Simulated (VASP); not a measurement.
Cu:

```
Cu
1.0
     2.49985    0.00000    0.00000
    -1.24992    2.16493    0.00000
     0.00000    0.00000    4.05699
Cu
2
Direct
  0.66667 0.33333 0.75000
  0.33333 0.66667 0.25000
```

Base run:

- Program: VASP 6.6.1
- Functional: r2SCAN
- Potentials or basis: VASP PAW PBE potentials, release 64 (Cu)
- Cutoff: 520 eV
- k mesh: 12 × 12 × 7
- Occupations: fermi-dirac, width 0.05 eV
- Spin: no spin polarisation

Its results: band gap on the k mesh zero (band 11 reaches 12.66 eV, above the bottom of band 12 at 6.25 eV); pressure 8.5 GPa.

**Question.** The run is repeated on the same cell with these changes: functional from r2SCAN to PBEsol; further incar settings from ALGO = Normal; EDIFF = 1e-06; NBANDS = 18 to ALGO = Fast; EDIFF = 1e-06; NBANDS = 18. What comes out?

**Answer.** Band gap on the k mesh zero (band 11 reaches 12.46 eV, above the bottom of band 12 at 6.36 eV); pressure 7.4 GPa.

Caveats: the PAW data sets were made with another functional, which shifts forces and pressure a little.
